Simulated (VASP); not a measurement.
The system is SiC.

```
Si C
1.0
     3.05286    0.00000    0.00000
    -1.52643    2.64385    0.00000
     0.00000    0.00000    4.62478
Si C
2 2
Direct
  0.33333 0.66667 0.00460
  0.66667 0.33333 0.50460
  0.33333 0.66667 0.38040
  0.66667 0.33333 0.88040
```

| Quantity | Value |
| --- | --- |
| Program | VASP 6.6.1 |
| Task | relaxation of the atoms |
| Functional | LDA |
| Potentials or basis | VASP PAW LDA potentials, release 64 (Si, C) |
| Cutoff | 520 eV |
| k mesh | 12 × 12 × 6 |
| Occupations | gaussian, width 0.05 eV |
| Spin | no spin polarisation |

At the start: pressure 25.0 GPa; volume 9.33 Å³/atom.

**Question.** How do energy, volume and symmetry change on relaxing?

**Answer.** Over 3 steps the energy falls by 26.0 meV/atom at a fixed cell; space group P6_3mc (No. 186, to 0.1 Å) before and after.

Step by step:
| step | energy change (eV) | largest force (eV/Å) | pressure (GPa) |
| --- | --- | --- | --- |
| 1 | 0.0000 | 1.6995 | 24.96 |
| 2 | 0.0758 | 1.6296 | 20.73 |
| 3 | -0.1039 | 0.0049 | 22.40 |

Final structure:
```
Si C
1.0
     3.05286    0.00000    0.00000
    -1.52643    2.64385    0.00000
     0.00000    0.00000    4.62478
Si C
2 2
Direct
  0.33333 0.66667 0.99759
  0.66667 0.33333 0.49759
  0.33333 0.66667 0.38741
  0.66667 0.33333 0.88741
```
